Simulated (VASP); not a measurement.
Runs of VASP 6.6.1 on Ir. The structure is that of space group Fm-3m (No. 225), or close to it. The cells are those of the table. 

```csv
cell,gap on the mesh (eV),pressure (GPa)
"a = 2.762 Å, angles 60.0°, 1 atom",none,-8.4
"a = 2.736 Å, angles 60.0°, 1 atom",none,(a)
"a = 2.654 Å, angles 60.0°, 1 atom",none,(b)
"a = 2.682 Å, angles 60.0°, 1 atom",none,25.9
"a = 2.709 Å, angles 60.0°, 1 atom",none,12.4
```

Alike in all rows: task single point; level PBE; potentials or basis VASP PAW PBE potentials, release 64 (Ir); no spin polarisation; k mesh 13 × 13 × 13; cutoff (eV) 500; smearing methfessel-paxton 0.15 eV.

Q: Fill in the values left out.

A: (a) 1.1; (b) 42.0.

Caveats: spin-orbit coupling is left out, which moves the levels of the heavy elements.

A k mesh can miss the band edges, and the runs leave out spin-orbit coupling on Ir.

A gap of «none» marks levels without a gap at the run's occupations.
